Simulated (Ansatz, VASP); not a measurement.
**Ca: VASP beside Ansatz**

```
Ca
1.0
     0.00000    4.69055    4.69055
     4.69055    0.00000    4.69055
     4.69055    4.69055    0.00000
Ca
2
Direct
  0.12500 0.12500 0.12500
  0.87500 0.87500 0.87500
```

Alike in both runs: task single point; functional BLYP; k mesh 7 × 7 × 7; occupations fermi-dirac, width 0.1 eV; no spin polarisation.

|  | VASP | Ansatz |
| --- | --- | --- |
| version | VASP 6.6.1 | Ansatz 0.2.0 |
| potentials or method | VASP PAW PBE potentials, release 64 (Ca_sv), cutoff 520 eV | plane waves (420 eV) with PAW, scalar-relativistic |
| valence electrons in the cell | 20 | 20 |

```csv
,VASP,Ansatz,Ansatz less VASP
pressure (GPa),-0.3,-0.3,+0.01
```

VASP's potentials were made for PBE, not for BLYP. With one functional, cell and mesh, what is left measures potentials, basis and numerics.
